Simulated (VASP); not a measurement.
# Si62Ge (a cell with a defect) in VASP: single point with PBEsol

Aim: the single point of Si62Ge (a cell with a defect) with PBEsol.

All numbers are computed with VASP 6.6.1; they aren't measurements. Logs are shortened: lines on timing, memory, paths and dates and some standing lists are left out, and cuts for length are marked.

### 1 The cell of the first run

The cell holds a defect, 63 atoms: a = 10.860 Å, b = 10.860 Å, c = 10.860 Å, α = 90.00°, β = 90.00°, γ = 90.00°.

### 2 Single point, PBEsol

Contents of INCAR:

```
  ALGO = Normal
  EDIFF = 1E-6
  ENCUT = 520
  GGA = PS
  ISIF = 2
  ISMEAR = 0
  LASPH = T
  LCHARG = T
  LELF = T
  LREAL = Auto
  LVHAR = T
  LWAVE = F
  NBANDS = 168
  NELECT = 264.0
  NELM = 100
  PREC = Accurate
  SIGMA = 0.05
```

Contents of KPOINTS:

```
k-points
0
Gamma
  1 1 1
```

Contents of POSCAR:

```
Si62Ge
1.0
   10.8600000000      0.0000000000      0.0000000000
    0.0000000000     10.8600000000      0.0000000000
    0.0000000000      0.0000000000     10.8600000000
Si Ge
62 1
Direct
    0.4818351750      0.0066010129     -0.0196300184
    0.6165151013      0.1208274401      0.1150684162
    0.7531907919      0.2463177716      0.0030569061
    0.8775193370      0.3748979742      0.1256087477
    0.7427581031     -0.0013602210      0.2472544199
    0.8719806630      0.1233826888      0.3712813996
    0.0014587477      0.0013767035     -0.0004110497
    0.1270308471      0.1266970534      0.1249628913
    0.2514793738      0.2542023020      0.0024957643
    0.3787354512      0.3771582873      0.1278840700
    0.4999430939      0.5026175875     -0.0017472376
    0.6250325967      0.6262943831      0.1242848987
    0.7477383057      0.7535166667     -0.0002564457
    0.8760629834      0.8753510129      0.1247530387
    0.2500291897      0.0008103131      0.2507996317
    0.3765437385      0.1278695212      0.3728488950
    0.5030100368      0.2498113260      0.2473200737
    0.6269316759      0.3735580110      0.3755577348
    0.7496599448      0.5000811234      0.2495901473
    0.8754407919      0.6243363720      0.3744855433
    0.4975767956      0.0037749540      0.5005534070
    0.6253594843      0.1268509208      0.6259532228
    0.7527866483      0.2490600368      0.5014681400
    0.8835205341      0.3669135359      0.6270476059
    0.7501982505      0.0001858195      0.7496897790
    0.8777880295      0.1246160221      0.8724043278
   -0.0047394107      0.5031936464     -0.0044440147
    0.1227114180      0.6179947514      0.1287526703
    0.2498861878      0.7442821363      0.0070303867
    0.3746943831      0.8791160221      0.1204827808
    0.0009823204      0.2489445672      0.2522132597
    0.1270127993      0.3613697974      0.3879418048
    0.2463569982      0.4925052486      0.2573086556
    0.3712644567      0.6296961326      0.3704120626
    0.4988705341      0.7534512891      0.2472209024
    0.6241870166      0.8707302947      0.3790558932
    0.0038194291      0.0069862799      0.5014211786
    0.2600315838      0.2413275322      0.5161794659
    0.3811651013      0.3816134438      0.6234566298
    0.4994104972      0.5067868324      0.4930674033
    0.6251320442      0.6245732044      0.6236263352
    0.7536426335      0.7493896869      0.5043172192
    0.8788780847      0.8796117864      0.6224853591
    0.3522325967      0.1374578269      0.8499758748
    0.5015726519      0.2555448435      0.7493918048
    0.6286937385      0.3716920810      0.8805428177
    0.7502780847      0.4956888582      0.7506403315
    0.8704969613      0.6290494475      0.8705244015
    0.0006641805      0.7492340700      0.2501801105
    0.1222394107      0.8763022099      0.3756526703
    0.0002117864      0.4977379374      0.5002754144
    0.1245978821      0.6249950276      0.6245198895
    0.2475861878      0.7525744015      0.5014205341
    0.3682907919      0.8815902394      0.6229472376
    0.0147348066      0.2383737569      0.7509883978
    0.1251485267      0.3743093002      0.8762534070
    0.2498018416      0.5001870166      0.7498883978
    0.3738352670      0.6271387661      0.8729953959
    0.4947389503      0.7543497238      0.7467312155
    0.6202480663      0.8767848066      0.8729799263
   -0.0001607735      0.7514246777      0.7486632597
    0.1193295580      0.8614161142      0.8861303867
    0.1851465930      0.0919104972      0.6737405157
```

Potentials or basis: VASP PAW PBE potentials, release 64 (Si, Ge_d).

Run with:

```sh
$ cat potpaw_PBE.64/Si/POTCAR potpaw_PBE.64/Ge_d/POTCAR > POTCAR
$ mpirun -np 1 vasp_gam > vasp.out
```

OUTCAR:

```text
EDIFF = 1E-6
   ENCUT = 520
   GGA = PS
   ISIF = 2
   ISMEAR = 0
   LASPH = T
   LREAL = Auto
   NELECT = 264.0
   NELM = 100
   PREC = Accurate

 ion  position               nearest neighbor table
   1  0.482  0.007  0.980-  30 2.36  60 2.37   2 2.41  44 2.45
   2  0.617  0.121  0.115-   3 2.35  17 2.35   5 2.39   1 2.41
   3  0.753  0.246  0.003-  46 2.33   2 2.35   4 2.35  26 2.36
   4  0.878  0.375  0.126-   3 2.35  31 2.36  27 2.36  19 2.36
   5  0.743  0.999  0.247-   6 2.37  36 2.37  14 2.38   2 2.39
   6  0.872  0.123  0.371-  31 2.34  23 2.35   5 2.37  37 2.38
[... 45 lines left out ...]
  52  0.125  0.625  0.625-  53 2.34  61 2.35  57 2.35  51 2.36
  53  0.248  0.753  0.501-  54 2.33  52 2.34  50 2.35  34 2.37
  54  0.368  0.882  0.623-  53 2.33  21 2.34  59 2.37
  55  0.015  0.238  0.751-  56 2.34  26 2.34  24 2.41  63 2.58
  56  0.125  0.374  0.876-   9 2.34  55 2.34  57 2.36  27 2.37
  57  0.250  0.500  0.750-  58 2.35  52 2.35  39 2.36  56 2.36
  58  0.374  0.627  0.873-  57 2.35  59 2.35  29 2.36  11 2.36
  59  0.495  0.754  0.747-  60 2.35  58 2.35  54 2.37  41 2.40
  60  0.620  0.877  0.873-  59 2.35  25 2.36  13 2.37   1 2.37
  61  1.000  0.751  0.749-  62 2.31  48 2.34  52 2.35  43 2.35
  62  0.119  0.861  0.886-  61 2.31  29 2.31   7 2.34
  63  0.185  0.092  0.674-  38 2.49  55 2.58  44 2.68  37 2.87

  LATTYP: Found a simple cubic cell.
 ALAT       =    10.8600000000

  Lattice vectors:

 A1 = (  10.8600000000,   0.0000000000,   0.0000000000)
 A2 = (   0.0000000000,  10.8600000000,   0.0000000000)
 A3 = (   0.0000000000,   0.0000000000,  10.8600000000)

Analysis of symmetry for initial positions (statically):
=====================================================================
 Subroutine PRICEL returns:
 Original cell was already a primitive cell.

 Routine SETGRP: Setting up the symmetry group for a
 simple cubic supercell.

 Subroutine GETGRP returns: Found  1 space group operations
 (whereof  1 operations were pure point group operations)
 out of a pool of 48 trial point group operations.

The static configuration has the point symmetry C_1 .

Analysis of symmetry for dynamics (positions and initial velocities):
=====================================================================
 Subroutine PRICEL returns:
 Original cell was already a primitive cell.

 Routine SETGRP: Setting up the symmetry group for a
 simple cubic supercell.

 Subroutine GETGRP returns: Found  1 space group operations
 (whereof  1 operations were pure point group operations)
 out of a pool of 48 trial point group operations.

[... 204 lines left out ...]
   ISIF   =      2    stress and relaxation
   ISYM   =      2    0-nonsym 1-usesym 2-fastsym
   POTIM  = 0.5000    time-step for ionic-motion
   TEBEG  =    0.0;   TEEND  =   0.0 temperature during run
   PSTRESS=    0.0 pullay stress
   NELECT =     264.0000    total number of electrons
   NUPDOWN=      -1.0000    fix difference up-down
   EMIN   =  10.00;   EMAX   =-10.00  energy-range for DOS
   EFERMI =   0.00;   METHOD = LEGACY
   ISMEAR =     0;   SIGMA  =   0.05  broadening in eV -4-tet -1-fermi 0-gaus
   EFERMI_NEDOS =   21; number of points for ismear=-14 and -15
   IALGO  =     38    algorithm
   IMIX   =      4    mixing-type and parameters
     AMIX     =   0.40;   BMIX     =  1.00
     AMIX_MAG =   1.60;   BMIX_MAG =  1.00
  volume/ion in A,a.u.               =      20.33       137.20
  Fermi-wavevector in a.u.,A,eV,Ry     =   0.967044  1.827449 12.723821  0.935174
  Thomas-Fermi vector in A             =   2.096897
   LORBIT       =      0    0 simple, 1 ext, 2 COOP (PROOUT), +10 PAW based schemes
   GGA     = PS    functional components
   LHFCALC =     F    Hartree Fock is set to
   AEXX    =    0.0000 exact exchange contribution
   IVDW    =     0    specifies the selected vdW correction
   LEPSILON=     F    determine dielectric tensor
   LRPA    =     F    only Hartree local field effects (RPA)
 non-spin polarized calculation
 Gauss-broadening in eV      SIGMA  =   0.05
  energy-cutoff  :      520.00
  volume of cell :     1280.82
 maximum number of plane-waves:     17229
 NGX is ok and might be reduce to    84
   NGX = 41   NGY = 41   NGZ = 41

 number of electron     264.0000001 magnetization

 Free energy of the ion-electron system (eV)
  ---------------------------------------------------
  ext. energy  EPLUGINS =         0.00000000
  ---------------------------------------------------
  free energy    TOTEN  =      -339.13262605 eV

  energy without entropy =     -339.11552585  energy(sigma->0) =     -339.12407595

 E-fermi :   6.1043     XC(G=0):  -9.5470

 val. band max:        6.0491518618   @ k =   0.0000   0.0000   0.0000
 cond. band min:       6.1590798427   @ k =   0.0000   0.0000   0.0000
 fundamental gap:      0.1099279809
 Fermi energy:         6.1042573647

 k-point     1 :       0.0000    0.0000    0.0000
  band No.  band energies     occupation
      1     -18.2336      2.00000
      2     -18.2281      2.00000
      3     -18.2214      2.00000
      4     -18.2050      2.00000
      5     -18.1997      2.00000
      6      -6.2980      2.00000
[... 136 lines left out ...]
    143       6.7656      0.00000
    144       6.8040      0.00000
 [bands above 144 left out]

------------------------ aborting loop because EDIFF is reached ----------------------------------------

  FORCE on cell =-STRESS in cart. coord.  units (eV):
  Direction    XX          YY          ZZ          XY          YZ          ZX
  --------------------------------------------------------------------------------------
  -------------------------------------------------------------------------------------
  Total       13.6914153     16.4980847     17.1375967      8.4256386     -1.4919580      2.0409603
  in kB       17.1265329     20.6373836     21.4373464     10.5395952     -1.8662839      2.5530285
  external PRESSURE =      19.7337543 kB  Pullay stress =       0.0000000 kB

 VOLUME and BASIS-vectors are now :
 -----------------------------------------------------------------------------
  energy-cutoff  :      520.00
  volume of cell :     1280.82
      direct lattice vectors                 reciprocal lattice vectors
    10.860000000  0.000000000  0.000000000     0.092081031  0.000000000  0.000000000
     0.000000000 10.860000000  0.000000000     0.000000000  0.092081031  0.000000000
     0.000000000  0.000000000 10.860000000     0.000000000  0.000000000  0.092081031

 POSITION                                       TOTAL-FORCE (eV/Angst)
 -----------------------------------------------------------------------------------
      5.23273      0.07169     10.64682        -0.005576      0.009138     -0.008867
      6.69535      1.31219      1.24964        -0.000662     -0.002807     -0.000287
      8.17965      2.67501      0.03320        -0.000914     -0.004328      0.003521
      9.52986      4.07139      1.36411         0.001289      0.000946     -0.001181
      8.06635     10.84523      2.68518         0.007301      0.000520      0.000873
      9.46971      1.33994      4.03212         0.007832      0.001411      0.006632
[... 55 lines left out ...]
      1.29592      9.35498      9.62338        -0.021727     -0.025995      0.017176
      2.01069      0.99815      7.31682        -0.064058      0.023065     -0.040484
 -----------------------------------------------------------------------------------
    total drift:                                0.012231      0.015341      0.008145

  FREE ENERGIE OF THE ION-ELECTRON SYSTEM (eV)
  ---------------------------------------------------
  free  energy   TOTEN  =      -339.1326260485 eV

  energy  without entropy=     -339.1155258466  energy(sigma->0) =     -339.12407595
```

Wall time 7.6 min (1 thread of Intel Xeon Platinum 8175M at 2.50GHz (Skylake/Cascade Lake), shared host); peak memory 1 GiB.

What came out:

| Property | Result |
| --- | --- |
| Free energy | -339.1326 eV |
| Largest force | 0.079 eV/Å |

Forces in eV/Å, atoms in the order of the input:
```
Si  -0.006  0.009 -0.009
Si  -0.001 -0.003  0.000
Si  -0.001 -0.004  0.004
Si   0.001  0.001 -0.001
Si   0.007  0.001  0.001
Si   0.008  0.001  0.007
Si  -0.001  0.011  0.001
Si   0.005  0.005  0.003
Si  -0.002  0.000  0.003
Si   0.006 -0.006 -0.005
Si   0.002  0.001 -0.001
Si   0.002  0.004  0.000
Si  -0.002  0.006  0.000
Si   0.013  0.001 -0.003
Si   0.001 -0.003  0.003
Si  -0.006 -0.002  0.003
Si   0.002 -0.009  0.006
Si   0.002 -0.006  0.001
Si  -0.003  0.000 -0.004
Si  -0.001  0.001 -0.002
Si   0.007  0.004  0.001
Si   0.004  0.003  0.004
Si   0.002 -0.001  0.002
Si   0.004  0.003 -0.004
Si   0.004  0.001 -0.002
Si  -0.004  0.006  0.000
Si   0.000  0.009  0.003
Si   0.005  0.004  0.002
Si   0.010 -0.006  0.008
Si   0.006  0.003  0.000
Si  -0.003  0.000 -0.002
Si  -0.003  0.004 -0.009
Si   0.002 -0.001 -0.006
Si   0.004 -0.002 -0.002
Si  -0.001  0.003 -0.003
Si   0.001  0.001 -0.001
Si   0.029  0.013  0.022
Si  -0.016  0.012 -0.006
Si   0.001  0.007  0.002
Si   0.004  0.000 -0.001
Si   0.009 -0.005  0.002
Si   0.001  0.003  0.001
Si   0.002  0.002  0.002
Si  -0.024 -0.013 -0.016
Si  -0.005 -0.005  0.000
Si  -0.008 -0.004 -0.002
Si   0.001 -0.013 -0.001
Si  -0.003  0.000  0.003
Si   0.001  0.000  0.005
Si   0.005 -0.002  0.005
Si  -0.001  0.010 -0.003
Si   0.003 -0.002  0.000
Si   0.000 -0.006  0.000
Si   0.023 -0.020  0.004
Si  -0.001  0.010  0.002
Si  -0.005  0.008  0.009
Si  -0.006  0.002  0.000
Si   0.003 -0.004  0.001
Si   0.016 -0.017  0.003
Si   0.003 -0.001  0.002
Si  -0.010 -0.011 -0.007
Si  -0.022 -0.026  0.017
Ge  -0.064  0.023 -0.040
```

Caveat: the k points lie up to 0.58 Å⁻¹ apart; the cell carries a net charge on a neutralising background, which shifts energy and pressure; the cell is charged against a uniform background, so pressure and absolute levels hang on convention; the PAW data sets were made with another functional, which shifts forces and pressure a little.
